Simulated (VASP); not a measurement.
Set up this calculation in VASP 6.6.1, as the native input.

| Property | Result |
| --- | --- |
| Task | single point |
| Functional | PBE |
| Potentials or basis | VASP PAW PBE potentials, release 64 (Al, O) |
| Cutoff | 520 eV |
| k mesh | 12 × 12 × 2 |
| Occupations | gaussian, width 0.1 eV |
| Spin | no spin polarisation |
| Dipole correction | no |
| Further INCAR settings | ALGO = Normal; EDIFF = 1e-06; NBANDS = 21 |

The structure of Al6O lies in POSCAR:

```
Al6O
1.0
    2.8863947398      0.0000000000      0.0000000000
   -1.4431973699      2.4996911700      0.0000000000
    0.0000000000      0.0000000000     14.4880401722
Al O
6 1
Direct
    0.3333333333      0.6666666667      0.0694555379
    0.0000000000      0.0000000000      0.8617927624
    0.6666666667      0.3333333333      0.6992125218
    0.0000000000      0.0000000000      0.3815549177
    0.3333333333      0.6666666667      0.5407892922
    0.6666666667      0.3333333333      0.2240928845
    0.0000000000      0.0000000000      0.0041020835
```

One way to write it, as run:

INCAR

```
ALGO = Normal
EDIFF = 1E-6
ENCUT = 520
GGA = PE
ISIF = 2
ISMEAR = 0
LASPH = T
LCHARG = F
LREAL = F
LWAVE = F
NBANDS = 21
NELM = 100
PREC = Accurate
SIGMA = 0.1
```

KPOINTS

```
k-points
0
Gamma
  12 12 2
```

Potentials or basis: VASP PAW PBE potentials, release 64 (Al, O).

Command:

```console
$ cat potpaw_PBE.64/Al/POTCAR potpaw_PBE.64/O/POTCAR > POTCAR
$ mpirun -np 1 vasp_std > vasp.out
```

Results of the run:

- Pressure: -0.1 GPa
- Largest force: 0.006 eV/Å
- Band gap on the k mesh: zero (bands 12 and 13 overlap by 4.05 eV)

It took 34 s on 1 thread of Intel(R) Xeon(R) 6975P-C (Granite Rapids) (shared host), peak memory 0.26 GiB.
